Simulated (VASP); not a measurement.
**CdTe: single point with PBE**

CdTe:

```
Cd Te
1.0
     0.00000    3.20158    3.20158
     3.20158    0.00000    3.20158
     3.20158    3.20158    0.00000
Cd Te
1 1
Cartesian
  0.0000 0.0000 0.0000
  1.6008 1.6008 1.6008
```

```
Program             : VASP 6.6.1
Task                : single point
Functional          : PBE
Potentials or basis : VASP PAW PBE potentials, release 64 (Cd, Te)
Cutoff              : 520 eV
k mesh              : 12 × 12 × 12
Occupations         : fermi-dirac, width 0.02 eV
Spin                : no spin polarisation
```

* Pressure: 4.6 GPa
* Band gap on the k mesh: 0.88 eV

Levels at points of the mesh, in eV from the valence-band top:
```tsv
k point	band 5	band 6	band 7	band 8	band 9	band 10	band 11	band 12	band 13	band 14
(0.00, 0.00, 0.00)	-8.13	-8.13	0.00	0.00	0.00	0.88	4.57	4.57	4.57	7.51
(0.50, 0.00, 0.00)	-8.12	-7.75	-4.64	-0.83	-0.83	1.85	5.17	5.17	7.10	8.79
(0.50, 0.50, 0.00)	-8.10	-7.60	-4.49	-1.99	-1.99	2.52	2.66	9.04	9.32	9.32
```

It took 29 s on 1 thread of Intel(R) Xeon(R) 6975P-C (Granite Rapids), on a shared host, peak memory 0.26 GiB.

Caveat: the cell stands under pressure; spin-orbit coupling is left out, which moves the levels of the heavy elements.
